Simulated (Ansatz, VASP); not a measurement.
## Mg: VASP beside Ansatz

INCAR

```
PREC = Accurate ; ENCUT = 600
EDIFF = 1E-6 ; ISMEAR = 0
SIGMA = 0.1 ; LREAL = False
LASPH = True ; NELM = 120
ALGO = Normal ; ISIF = 2
LWAVE = False ; LCHARG = True
GGA = PE ; LELF = True
LVHAR = True ; NBANDS = 7
GGA_COMPAT = False
```

File KPOINTS:

```
regular mesh
0
Gamma
  6 6 6
```

File POSCAR:

```
Mg
1.0
   -1.8359916300      1.8359916300      1.6794040200
    1.8359916300     -1.8359916300      1.6794040200
    1.8359916300      1.8359916300     -1.6794040200
Mg
1
Direct
    0.0544664792      0.0000000000      0.0544664792
```

Input for Ansatz:

```yaml
crystal:
  lattice:
    - [-1.83599163, 1.83599163, 1.67940402]
    - [1.83599163, -1.83599163, 1.67940402]
    - [1.83599163, 1.83599163, -1.67940402]
  atoms:
    - { symbol: Mg, position: [0.0544664792, 0.0, 0.0544664792] }
basis:
  ecutwfc: 420
  xc_grid: 2
kpoints:
  mp_grid: { grid: [6, 6, 6] }
hamiltonian:
  xc: pbe
scf:
  occupations: { method: gaussian, width: 0.1 }
  max_iter: 80
  convergence: { dr2_threshold: "1e-5 eV" }
output:
  forces: true
  stress: true
  eigenvalues: true
```

Alike in both runs: task single point; functional PBE; k mesh 6 × 6 × 6; occupations gaussian, width 0.1 eV; no spin polarisation.

|  | VASP | Ansatz |
| --- | --- | --- |
| version | VASP 6.6.1 | Ansatz 0.2.0 |
| potentials or method | VASP PAW PBE potentials, release 64 (Mg), cutoff 600 eV | scalar-relativistic, plane waves, PAW |
| valence electrons in the cell | 2 | 10 |

Ansatz gave:

| Quantity | Value |
| --- | --- |
| gap on the k mesh at the Fermi level (eV) | none |
| pressure (GPa) | 0.6 |
| traceless stress, the component that is largest in VASP (GPa) | 2.76 |

Problem. What did VASP give for the same quantities?

Solution. gap on the k mesh at the Fermi level (eV): none; pressure (GPa): 0.5; traceless stress, the component that is largest in VASP (GPa): 2.75.

A gap of «none» marks a metal or a gap that the smearing closes. VASP's potentials hold 2 valence electrons a cell and Ansatz's 10, so a difference there can come from the potentials and not from the codes. Ansatz's warnings: force scf threshold loose, stress scf threshold loose.

The k mesh is coarse, so the values compare programs but aren't converged.
